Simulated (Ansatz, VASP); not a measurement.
# BaTe: VASP beside Ansatz

File INCAR:

```
PREC = Accurate ; ENCUT = 520
EDIFF = 1E-6 ; ISMEAR = 0
SIGMA = 0.01 ; LREAL = F
LASPH = T ; NELM = 60
ALGO = Normal ; ISIF = 2
LWAVE = F ; LCHARG = F
GGA = PE ; NBANDS = 24
```

The input KPOINTS:

```
Automatic mesh
0
Gamma
  6 6 4
```

POSCAR

```
BaTe
1.0
    4.9435173153      0.0000000000      0.0000000000
   -2.4717586577      4.2812115791      0.0000000000
    0.0000000000      0.0000000000      8.6760156086
Ba Te
2 2
Direct
    0.0000000000      0.0000000000      0.0000000000
    0.0000000000      0.0000000000      0.5000000000
    0.3333333333      0.6666666667      0.2500000000
    0.6666666667      0.3333333333      0.7500000000
```

Input for Ansatz:

```yaml
crystal:
  lattice:
    - [4.9435173153, 0.0, 0.0]
    - [-2.4717586577, 4.2812115791, 0.0]
    - [0.0, 0.0, 8.6760156086]
  atoms:
    - { symbol: Ba, position: [0.0, 0.0, 0.0] }
    - { symbol: Ba, position: [0.0, 0.0, 0.5] }
    - { symbol: Te, position: [0.3333333333, 0.6666666667, 0.25] }
    - { symbol: Te, position: [0.6666666667, 0.3333333333, 0.75] }
kpoints:
  mp_grid: { grid: [6, 6, 4] }
hamiltonian:
  xc: pbe
scf:
  occupations: { method: fixed }
  n_extra_bands: 5
output:
  forces: true
  stress: true
  eigenvalues: true
```

Alike in both runs: task single point; functional PBE; k mesh 6 × 6 × 4; no spin polarisation.

|  | VASP | Ansatz |
| --- | --- | --- |
| version | VASP 6.6.1 | Ansatz 0.2.0 |
| potentials or method | VASP PAW PBE potentials, release 64 (Ba_sv, Te) | plane waves, PAW |
| plane-wave cutoff (eV) | 520 | 420 |
| occupations | gaussian, width 0.01 eV | fixed |
| valence electrons in the cell | 32 | 52 |

|  | VASP | Ansatz | Ansatz less VASP |
| --- | --- | --- | --- |
| gap on the k mesh at the Fermi level (eV) | 1.71 | 1.79 | +0.075 |
| pressure (GPa) | -0.5 | -0.7 | -0.28 |
| traceless stress, the component that is largest in VASP (GPa) | -0.05 | -0.08 | -0.033 |

VASP's potentials hold 32 valence electrons a cell and Ansatz's 52, so a difference there can come from the potentials and not from the codes.

Spin-orbit coupling is off throughout.
